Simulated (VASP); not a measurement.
Here is a VASP 6.6.1 calculation.

INCAR

```
SYSTEM = BeS
PREC = Accurate
ENCUT = 600
EDIFF = 1E-6
ISMEAR = -1
SIGMA = 0.02
LREAL = .FALSE.
LASPH = .TRUE.
NELM = 120
ALGO = Normal
ISIF = 2
LWAVE = .FALSE.
LCHARG = .FALSE.
NBANDS = 11
GGA_COMPAT = .FALSE.
```

KPOINTS

```
regular mesh
0
G
  5 5 5
  0 0 0
```

POSCAR

```
BeS
1.0
    0.0000000000      2.3993320137      2.3993320137
    2.3993320137      0.0000000000      2.3993320137
    2.3993320137      2.3993320137      0.0000000000
Be S
1 1
Direct
    0.0000000000      0.0000000000      0.0000000000
    0.2500000000      0.2500000000      0.2500000000
```

Potentials or basis: VASP PAW LDA potentials, release 64 (Be, S).

The run is started by

```console
$ cat potpaw_LDA.64/Be/POTCAR potpaw_LDA.64/S/POTCAR > POTCAR
$ mpirun -np 1 vasp_std > vasp.out
```

(1) Estimate the band gap on the k mesh.

(2) Estimate the pressure.

Results:

(1) 3.14 eV, indirect (least direct gap 5.52 eV).

(2) 0.1 GPa.

Caveat: the k points lie up to 0.45 Å⁻¹ apart.
